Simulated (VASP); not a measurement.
Crystal: NaCa2.

```xyz
6
Lattice="0.0000 4.2693 4.2693 4.2693 0.0000 4.2693 4.2693 4.2693 0.0000" Properties=species:S:1:pos:R:3 pbc="T T T"
Na    0.0000    0.0000    0.0000
Na    2.1346    2.1346    2.1346
Ca    5.3366    5.3366    5.3366
Ca    5.3366    3.2020    3.2020
Ca    3.2020    3.2020    5.3366
Ca    3.2020    5.3366    3.2020
```

| Property | Result |
| --- | --- |
| Program | VASP 6.6.1 |
| Task | relaxation of cell and atoms |
| Functional | PBE |
| Potentials or basis | VASP PAW PBE potentials, release 64 (Na_pv, Ca_sv) |
| Cutoff | 600 eV |
| k mesh | 4 × 4 × 4 |
| Occupations | gaussian, width 0.1 eV |
| Spin | no spin polarisation |

At the start: pressure 15.6 GPa; volume 25.94 Å³/atom.

Task: Where does the relaxation end?

Result: Over 4 steps the energy falls by 685.6 meV/atom and the volume is 46.22 Å³/atom (+78.2 %); space group Fd-3m (No. 227, to 0.1 Å) before and after.

The path:
```csv
step,energy change (eV),largest force (eV/Å),pressure (GPa),volume (Å³)
1,0.0000,0.0000,15.64,155.63
2,-3.4880,0.0000,3.92,219.92
3,-4.0698,0.0000,0.84,261.78
4,-4.1136,0.0000,0.10,277.30
```

Final structure:
```xyz
6
Lattice="0.0000 5.1757 5.1757 5.1757 0.0000 5.1757 5.1757 5.1757 0.0000" Properties=species:S:1:pos:R:3 pbc="T T T"
Na    0.0000    0.0000    0.0000
Na    2.5879    2.5879    2.5879
Ca    6.4696    6.4696    6.4696
Ca    6.4696    3.8818    3.8818
Ca    3.8818    3.8818    6.4696
Ca    3.8818    6.4696    3.8818
```

Caveat: the volume moved by over 15 % at a fixed basis, so the end points are rough.
